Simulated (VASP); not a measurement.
Here is a VASP 6.6.1 calculation.

INCAR

```
SYSTEM = Ti5H
PREC = Accurate
ENCUT = 520
EDIFF = 1E-6
ISMEAR = 0
SIGMA = 0.1
LREAL = .FALSE.
LASPH = .TRUE.
NELM = 60
ALGO = Normal
ISIF = 2
LWAVE = .FALSE.
LCHARG = .FALSE.
LDIPOL = .TRUE.
IDIPOL = 3
DIPOL = 0.5 0.5 0.389
GGA = PE
NBANDS = 40
```

The input KPOINTS:

```
Automatic mesh
0
G
  9 9 1
  0 0 0
```

The input POSCAR:

```
Ti5H
1.0
    2.9381632086      0.0000000000      0.0000000000
   -1.4690816043      2.5445239791      0.0000000000
    0.0000000000      0.0000000000     24.7117068140
Ti H
5 1
Direct
    0.6666666667      0.3333333333      0.1618666015
    0.3333333333      0.6666666667      0.2559609806
    0.6666666667      0.3333333333      0.3506708119
    0.3333333333      0.6666666667      0.4475655916
    0.6666666667      0.3333333333      0.5375354192
    1.0000000000      1.0000000000      0.5789263970
```

Potentials or basis: VASP PAW PBE potentials, release 64 (Ti_sv, H).

Command:

```bash
$ cat potpaw_PBE.64/Ti_sv/POTCAR potpaw_PBE.64/H/POTCAR > POTCAR
$ mpirun -np 1 vasp_std > vasp.out
```

Question: Estimate the largest force.

Answer: 0.559 eV/Å.

Question: Estimate the band gap on the k mesh.

Answer: Zero (an odd number of electrons rules out a gap without spin polarisation).

Forces in eV/Å, atoms in the order of the input:
```
Ti   0.000  0.000  0.559
Ti   0.000  0.000 -0.532
Ti   0.000  0.000  0.010
Ti   0.000  0.000 -0.031
Ti   0.000  0.000  0.003
H    0.000  0.000 -0.009
```
